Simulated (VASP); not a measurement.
# CuI in VASP: a series of runs

Aim: see how the results for CuI move with the level of theory and the settings. Levels: PBE, r2SCAN. Tasks: single point.

All numbers are computed with VASP 6.6.1; they aren't measurements. Logs are shortened: lines on timing, memory, paths and dates and some standing lists are left out, and cuts for length are marked.

## Step 1: The cell of the first run

The structure is cubic, space group F-43m (No. 216). The conventional cell has a = 6.165 Å, b = 6.165 Å, c = 6.165 Å, α = 90.00°, β = 90.00°, γ = 90.00°. Within 3.5 Å of Cu (site symmetry -43m) lie 4 I at 2.67 Å. Within 3.5 Å of I (site symmetry -43m) lie 4 Cu at 2.67 Å.

## Step 2: Single point, PBE (strain +2.3%)

The input, INCAR:

```
PREC = Accurate
ENCUT = 520
EDIFF = 1E-6
ISMEAR = -1
SIGMA = 0.02
LREAL = False
LASPH = True
NELM = 60
ALGO = Normal
ISIF = 2
LWAVE = False
LCHARG = False
GGA = PE
NBANDS = 16
```

The input, KPOINTS:

```
Automatic mesh
0
Gamma
  8 8 8
```

The input, POSCAR:

```
CuI
1.0
    0.0000000000      3.0825105924      3.0825105924
    3.0825105924      0.0000000000      3.0825105924
    3.0825105924      3.0825105924      0.0000000000
Cu I
1 1
Direct
    0.0000000000      0.0000000000      0.0000000000
    0.2500000000      0.2500000000      0.2500000000
```

Potentials or basis: VASP PAW PBE potentials, release 64 (Cu, I).

Launch:

```
$ cat potpaw_PBE.64/Cu/POTCAR potpaw_PBE.64/I/POTCAR > POTCAR
$ mpirun -np 1 vasp_std > vasp.out
```

OUTCAR:

```text
PREC = Accurate
   ENCUT = 520
   EDIFF = 1E-6
   ISMEAR = -1
   LREAL = False
   LASPH = True
   NELM = 60
   ISIF = 2
   GGA = PE

 ion  position               nearest neighbor table
   1  0.000  0.000  0.000-   2 2.67   2 2.67   2 2.67   2 2.67
   2  0.250  0.250  0.250-   1 2.67   1 2.67   1 2.67   1 2.67

  LATTYP: Found a face centered cubic cell.
 ALAT       =     6.1650211848

  Lattice vectors:

 A1 = (   0.0000000000,   3.0825105924,   3.0825105924)
 A2 = (   3.0825105924,   0.0000000000,   3.0825105924)
 A3 = (   3.0825105924,   3.0825105924,   0.0000000000)

Analysis of symmetry for initial positions (statically):
=====================================================================
 Subroutine PRICEL returns:
 Original cell was already a primitive cell.

 Routine SETGRP: Setting up the symmetry group for a
 face centered cubic supercell.

 Subroutine GETGRP returns: Found 24 space group operations
 (whereof 24 operations were pure point group operations)
 out of a pool of 48 trial point group operations.

The static configuration has the point symmetry T_d .

Analysis of symmetry for dynamics (positions and initial velocities):
=====================================================================
 Subroutine PRICEL returns:
 Original cell was already a primitive cell.

 Routine SETGRP: Setting up the symmetry group for a
 face centered cubic supercell.

 Subroutine GETGRP returns: Found 24 space group operations
 (whereof 24 operations were pure point group operations)
 out of a pool of 48 trial point group operations.

The dynamic configuration has the point symmetry T_d .

 Subroutine INISYM returns: Found 24 space group operations
 (whereof 24 operations are pure point group operations),
 and found     1 'primitive' translations

----------------------------------------------------------------------------------------

                                     Primitive cell

  volume of cell :      58.5792

  direct lattice vectors                    reciprocal lattice vectors
     0.000000000  3.082510592  3.082510592    -0.162205444  0.162205444  0.162205444
     3.082510592  0.000000000  3.082510592     0.162205444 -0.162205444  0.162205444
     3.082510592  3.082510592  0.000000000     0.162205444  0.162205444 -0.162205444

  length of vectors
     4.359328286  4.359328286  4.359328286     0.280948071  0.280948071  0.280948071

  position of ions in fractional coordinates (direct lattice)
     0.000000000  0.000000000  0.000000000
     0.250000000  0.250000000  0.250000000

  ion indices of the primitive-cell ions
   primitive index   ion index
                 1           1
                 2           2

----------------------------------------------------------------------------------------

 KPOINTS: Automatic mesh

Automatic generation of k-mesh.
 Grid dimensions read from file:
 generate k-points for:    8    8    8

 Generating k-lattice:

  Cartesian coordinates                     Fractional coordinates (reciprocal lattice)
    -0.020275681  0.020275681  0.020275681     0.125000000  0.000000000  0.000000000
     0.020275681 -0.020275681  0.020275681     0.000000000  0.125000000  0.000000000
     0.020275681  0.020275681 -0.020275681     0.000000000  0.000000000  0.125000000

  Length of vectors
     0.035118509  0.035118509  0.035118509

  Shift w.r.t. Gamma in fractional coordinates (k-lattice)
     0.000000000  0.000000000  0.000000000

 Subroutine IBZKPT returns following result:
 ===========================================

 Found     29 irreducible k-points:

 Following reciprocal coordinates:
            Coordinates               Weight
  0.000000  0.000000  0.000000      1.000000
  0.125000  0.000000  0.000000      8.000000
  0.250000  0.000000  0.000000      8.000000
  0.375000  0.000000  0.000000      8.000000
  0.500000  0.000000  0.000000      4.000000
  0.125000  0.125000  0.000000      6.000000
[... 16 lines left out ...]
  0.500000  0.250000  0.125000     48.000000
 -0.375000  0.250000  0.125000     24.000000
 [... further k-points ...]
   k-points           NKPTS =     29   k-points in BZ     NKDIM =     29   number of bands    NBANDS=     16
   number of dos      NEDOS =    301   number of ions     NIONS =      2
   total plane-waves  NPLWV =  32768
   dimension x,y,z NGX =    32 NGY =   32 NGZ =   32
   dimension x,y,z NGXF=    64 NGYF=   64 NGZF=   64
   ions per type =               1   1
   NGX,Y,Z   is equivalent  to a cutoff of  12.20, 12.20, 12.20 a.u.
   NGXF,Y,Z  is equivalent  to a cutoff of  24.41, 24.41, 24.41 a.u.
 SYSTEM =  unknown system
   PREC   = accura    normal or accurate (medium, high low for compatibility)
   ISTART =      0    job   : 0-new  1-cont  2-samecut
   ICHARG =      2    charge: 1-file 2-atom 10-const
   ISPIN  =      1    spin polarized calculation?
   LNONCOLLINEAR =      F non collinear calculations
   LSORBIT =      F    spin-orbit coupling
   LASPH  =      T    aspherical Exc in radial PAW
   ENCUT  =  520.0 eV  38.22 Ry    6.18 a.u.   8.11  8.11  8.11*2*pi/ulx,y,z
   NELM   =     60;   NELMIN=  2; NELMDL= -5     # of ELM steps
   EDIFF  = 0.1E-05   stopping-criterion for ELM
   LREAL  =      F    real-space projection
   EDIFFG = 0.1E-04   stopping-criterion for IOM
   NSW    =      0    number of steps for IOM
   IBRION =     -1    ionic relax: 0-MD 1-quasi-New 2-CG
   NFREE  =      0    steps in history (QN), initial steepest desc. (CG)
   ISIF   =      2    stress and relaxation
   ISYM   =      2    0-nonsym 1-usesym 2-fastsym
   POTIM  = 0.5000    time-step for ionic-motion
   TEBEG  =    0.0;   TEEND  =   0.0 temperature during run
   PSTRESS=    0.0 pullay stress
   NELECT =      18.0000    total number of electrons
   NUPDOWN=      -1.0000    fix difference up-down
   EMIN   =  10.00;   EMAX   =-10.00  energy-range for DOS
   EFERMI =   0.00;   METHOD = LEGACY
   ISMEAR =    -1;   SIGMA  =   0.02  broadening in eV -4-tet -1-fermi 0-gaus
   EFERMI_NEDOS =   21; number of points for ismear=-14 and -15
   IALGO  =     38    algorithm
   IMIX   =      4    mixing-type and parameters
     AMIX     =   0.40;   BMIX     =  1.00
     AMIX_MAG =   1.60;   BMIX_MAG =  1.00
  volume/ion in A,a.u.               =      29.29       197.66
  Fermi-wavevector in a.u.,A,eV,Ry     =   1.104717  2.087613 16.604549  1.220400
  Thomas-Fermi vector in A             =   2.241194
   LORBIT       =      0    0 simple, 1 ext, 2 COOP (PROOUT), +10 PAW based schemes
   GGA     = PE    functional components
   LHFCALC =     F    Hartree Fock is set to
   AEXX    =    0.0000 exact exchange contribution
   IVDW    =     0    specifies the selected vdW correction
   LEPSILON=     F    determine dielectric tensor
   LRPA    =     F    only Hartree local field effects (RPA)
 non-spin polarized calculation
  energy-cutoff  :      520.00
  volume of cell :       58.58
 maximum number of plane-waves:      1604
   NGX = 17   NGY = 17   NGZ = 17

 number of electron      17.9999990 magnetization

 Free energy of the ion-electron system (eV)
  ---------------------------------------------------
  ext. energy  EPLUGINS =         0.00000000
  ---------------------------------------------------
  free energy    TOTEN  =        -5.55181959 eV

  energy without entropy =       -5.55181959  energy(sigma->0) =       -5.55181959

 E-fermi :   4.2866     XC(G=0):  -8.7065

 val. band max:        3.9061650477   @ k =   0.0000   0.0000   0.0000
 cond. band min:       4.9230130997   @ k =   0.0000   0.0000   0.0000
 fundamental gap:      1.0168480520
 Fermi energy:         4.2866322381

 k-point     1 :       0.0000    0.0000    0.0000
  band No.  band energies     occupation
      1      -9.8543      2.00000
      2       0.4821      2.00000
      3       0.4821      2.00000
      4       0.4821      2.00000
      5       2.2511      2.00000
      6       2.2511      2.00000
[... 8 lines left out ...]
     15      13.3929      0.00000
     16      13.3929      0.00000

 k-point     2 :       0.1250    0.0000    0.0000
  band No.  band energies     occupation
      1      -9.7902      2.00000
      2       0.1892      2.00000
      3       0.4859      2.00000
      4       0.4859      2.00000
      5       2.2457      2.00000
      6       2.2457      2.00000
[... 8 lines left out ...]
     15      12.7833      0.00000
     16      12.7833      0.00000

 k-point     3 :       0.2500    0.0000    0.0000
  band No.  band energies     occupation
      1      -9.6271      2.00000
      2      -0.4882      2.00000
      3       0.4921      2.00000
      4       0.4921      2.00000
      5       2.2434      2.00000
      6       2.2434      2.00000
[... 8 lines left out ...]
     15      12.5860      0.00000
     16      12.8098      0.00000

 k-point     4 :       0.3750    0.0000    0.0000
  band No.  band energies     occupation
      1      -9.4500      2.00000
      2      -1.1245      2.00000
      3       0.4941      2.00000
      4       0.4941      2.00000
      5       2.2612      2.00000
      6       2.2612      2.00000
[... 8 lines left out ...]
     15      13.4518      0.00000
     16      13.4518      0.00000
[... 324 lines left out ...]
 k-point    22 :       0.3750    0.2500    0.1250
  band No.  band energies     occupation
      1      -9.5011      2.00000
      2      -0.6835      2.00000
      3       0.2640      2.00000
      4       0.4721      2.00000
      5       2.1895      2.00000
      6       2.2853      2.00000
[... 8 lines left out ...]
     15      14.0457      0.00000
     16      15.0693      0.00000

 k-point    23 :       0.5000    0.2500    0.1250
  band No.  band energies     occupation
      1      -9.3547      2.00000
      2      -1.0046      2.00000
      3       0.0505      2.00000
      4       0.4542      2.00000
      5       2.2100      2.00000
      6       2.2656      2.00000
[... 8 lines left out ...]
     15      14.4029      0.00000
     16      15.2511      0.00000

 k-point    24 :      -0.3750    0.2500    0.1250
  band No.  band energies     occupation
      1      -9.2910      2.00000
      2      -1.1389      2.00000
      3      -0.0417      2.00000
      4       0.4399      2.00000
      5       2.1943      2.00000
      6       2.2622      2.00000
[... 8 lines left out ...]
     15      14.5336      0.00000
     16      15.0490      0.00000

 [... further k-points ...]

------------------------ aborting loop because EDIFF is reached ----------------------------------------

  FORCE on cell =-STRESS in cart. coord.  units (eV):
  Direction    XX          YY          ZZ          XY          YZ          ZX
  --------------------------------------------------------------------------------------
  -------------------------------------------------------------------------------------
  Total       -0.5535970     -0.5535970     -0.5535970      0.0000000     -0.0000000      0.0000000
  in kB      -15.1412108    -15.1412108    -15.1412108      0.0000000     -0.0000000      0.0000000
  external PRESSURE =     -15.1412108 kB  Pullay stress =       0.0000000 kB

 VOLUME and BASIS-vectors are now :
 -----------------------------------------------------------------------------
  energy-cutoff  :      520.00
  volume of cell :       58.58
      direct lattice vectors                 reciprocal lattice vectors
     0.000000000  3.082510592  3.082510592    -0.162205444  0.162205444  0.162205444
     3.082510592  0.000000000  3.082510592     0.162205444 -0.162205444  0.162205444
     3.082510592  3.082510592  0.000000000     0.162205444  0.162205444 -0.162205444

 POSITION                                       TOTAL-FORCE (eV/Angst)
 -----------------------------------------------------------------------------------
      0.00000      0.00000      0.00000        -0.000000     -0.000000     -0.000000
      1.54126      1.54126      1.54126         0.000000      0.000000      0.000000
 -----------------------------------------------------------------------------------
    total drift:                               -0.000002     -0.000002     -0.000002

  FREE ENERGIE OF THE ION-ELECTRON SYSTEM (eV)
  ---------------------------------------------------
  free  energy   TOTEN  =        -5.5518195916 eV

  energy  without entropy=       -5.5518195915  energy(sigma->0) =       -5.55181959
```

Run time: 36 s. Hardware: 1 thread of AMD EPYC 7R13, shared host; peak memory 0.16 GiB.

Results:

* Free energy: -5.5518 eV
* Pressure: -1.5 GPa
* Band gap on the k mesh: 1.02 eV

Levels at points of the mesh, in eV from the valence-band top:
```csv
k point,band 7,band 8,band 9,band 10,band 11,band 12
"(0.00, 0.00, 0.00)",0.00,0.00,0.00,1.02,4.92,4.92
"(0.50, 0.00, 0.00)",-1.59,-0.63,-0.63,2.11,5.44,5.44
"(0.50, 0.50, 0.00)",-1.58,-1.33,-1.33,2.82,2.92,8.86
```

Caveat: the cell differs from its parent crystal (strain +2.3%); spin-orbit coupling is left out, which moves the levels of the heavy elements.

## Step 3: Single point, r2SCAN (strain +2.3%)

POSCAR is that of step 2.

The input, INCAR.step1:

```
ALGO = Normal ; EDIFF = 1E-4
ENCUT = 520 ; GGA = PE
ISMEAR = 0 ; LASPH = True
LCHARG = False ; LREAL = False
LWAVE = True ; NBANDS = 16
NELM = 60 ; PREC = Accurate
SIGMA = 0.01
```

The input, INCAR.step2:

```
ALGO = Normal ; EDIFF = 1E-7
ENCUT = 520 ; ISIF = 2
ISMEAR = 0 ; ISTART = 1
LASPH = True ; LCHARG = False
LMIXTAU = True ; LREAL = False
LWAVE = False ; METAGGA = R2SCAN
NBANDS = 16 ; NELM = 60
PREC = Accurate ; SIGMA = 0.01
```

The input, KPOINTS:

```
k-points
0
Gamma
  8 8 8
```

Potentials or basis: VASP PAW PBE potentials, release 64 (Cu, I).

Launch:

```
$ cat potpaw_PBE.64/Cu/POTCAR potpaw_PBE.64/I/POTCAR > POTCAR
$ cp INCAR.step1 INCAR
$ mpirun -np 1 vasp_std > vasp.out
$ cp INCAR.step2 INCAR
$ mpirun -np 1 vasp_std > vasp.out
```

Wall time 3 min (1 thread of AMD EPYC 7R13, shared host); peak memory 0.18 GiB.

The run converged. Its results:

| Property | Result |
| --- | --- |
| Free energy | -35.7617 eV |
| Pressure | -2.6 GPa |
| Band gap on the k mesh | 1.48 eV |

Levels at points of the mesh, in eV from the valence-band top:
```
           k point  band 5  band 6  band 7  band 8  band 9  band 10  band 11  band 12  band 13  band 14
(0.00, 0.00, 0.00)   -1.64   -1.64    0.00    0.00    0.00     1.48     5.30     5.30     5.30     8.55
(0.50, 0.00, 0.00)   -1.61   -1.61   -1.58   -0.63   -0.63     2.51     5.78     5.78     7.59     9.45
(0.50, 0.50, 0.00)   -1.66   -1.57   -1.55   -1.33   -1.33     3.04     3.20     9.42    10.14    10.14
```

Caveat: the cell differs from its parent crystal (strain +2.3%); the PAW data sets were made with another functional, which shifts forces and pressure a little; spin-orbit coupling is left out, which moves the levels of the heavy elements.

## Step 4: Single point, r2SCAN (biaxial xy strain -3.2%)

The input, POSCAR:

```
CuI
1.0
    0.0000000000      2.9168489913      3.0120291112
    2.9168489913      0.0000000000      3.0120291112
    2.9168489913      2.9168489913      0.0000000000
Cu I
1 1
Direct
    0.0000000000      0.0000000000      0.0000000000
    0.2500000000      0.2500000000      0.2500000000
```

The input, INCAR.step1:

```
ALGO     = Normal         # electronic algorithm
EDIFF    = 1E-4           # SCF threshold, eV
ENCUT    = 520            # plane-wave cutoff, eV
GGA      = PE             # functional
ISMEAR   = 0              # smearing method
LASPH    = T              # aspherical terms in the spheres
LCHARG   = F              # write CHGCAR
LREAL    = F              # projectors in reciprocal space
LWAVE    = T              # write WAVECAR
NBANDS   = 16             # bands
NELM     = 100            # most SCF steps
PREC     = Accurate       # precision mode
SIGMA    = 0.01           # smearing width, eV
```

The input, INCAR.step2:

```
ALGO     = Normal         # electronic algorithm
EDIFF    = 1E-6           # SCF threshold, eV
ENCUT    = 520            # plane-wave cutoff, eV
ISIF     = 2              # what is computed and relaxed
ISMEAR   = 0              # smearing method
ISTART   = 1            
LASPH    = T              # aspherical terms in the spheres
LCHARG   = T              # write CHGCAR
LELF     = T              # ELF
LMIXTAU  = T            
LREAL    = F              # projectors in reciprocal space
LVHAR    = T            
LWAVE    = F              # write WAVECAR
METAGGA  = R2SCAN         # meta-GGA
NBANDS   = 16             # bands
NELM     = 100            # most SCF steps
PREC     = Accurate       # precision mode
SIGMA    = 0.01           # smearing width, eV
```

KPOINTS is that of step 3.

Launch:

```
$ cat potpaw_PBE.64/Cu/POTCAR potpaw_PBE.64/I/POTCAR > POTCAR
$ cp INCAR.step1 INCAR
$ mpirun -np 1 vasp_std > vasp.out
$ cp INCAR.step2 INCAR
$ mpirun -np 1 vasp_std > vasp.out
```

It took 4.9 min on 1 thread of AMD EPYC 7R13, shared host; peak memory 0.19 GiB.

The run converged. Its results:

```yaml
Free_energy: -35.7609 eV
Pressure: 3.2 GPa
Band_gap_on_the_k_mesh: 1.85 eV
```

Stress tensor (GPa, compression positive):
```
3.41 0.00 0.00
0.00 3.41 0.00
0.00 0.00 2.83
```

Levels at points of the mesh, in eV from the valence-band top:
```csv
k point,band 5,band 6,band 7,band 8,band 9,band 10,band 11,band 12,band 13,band 14
"(0.00, 0.00, 0.00)",-2.25,-2.22,-0.07,0.00,0.00,1.85,5.09,5.14,5.14,8.78
"(0.50, 0.00, 0.00)",-2.20,-2.20,-2.15,-0.91,-0.84,2.59,5.55,5.79,7.84,10.07
"(0.50, 0.50, 0.00)",-2.31,-2.16,-2.13,-1.83,-1.83,2.87,3.27,10.24,10.86,10.86
"(0.50, 0.00, 0.50)",-2.27,-2.15,-2.10,-1.87,-1.81,2.70,3.02,10.51,10.66,10.87
```

Caveat: the cell differs from its parent crystal (biaxial xy strain -3.2%); the cell stands under pressure; the PAW data sets were made with another functional, which shifts forces and pressure a little; spin-orbit coupling is left out, which moves the levels of the heavy elements.

## Step 5: Overview

| level | cell | smearing | gap on the mesh (eV) | pressure (GPa) |
| --- | --- | --- | --- | --- |
| PBE | a = 4.359 Å, angles 60.0°, 2 atoms | fermi-dirac 0.02 eV | 1.02 | -1.5 |
| r2SCAN | a = 4.359 Å, angles 60.0°, 2 atoms | gaussian 0.01 eV | 1.48 | -2.6 |
| r2SCAN | a = 4.193, b = 4.193, c = 4.125 Å, angles 60.5, 60.5, 58.9°, 2 atoms | gaussian 0.01 eV | 1.85 | 3.2 |

Alike in all rows: task single point; potentials or basis VASP PAW PBE potentials, release 64 (Cu, I); no spin polarisation; k mesh 8 × 8 × 8; cutoff (eV) 520.

Caveats: spin-orbit coupling is left out, which moves the levels of the heavy elements; the PAW data sets were made with another functional, which shifts forces and pressure a little (at least some runs); the cell stands under pressure (at least some runs).

Total energies depend on the potentials used, so only differences within one code and one set of settings carry meaning.
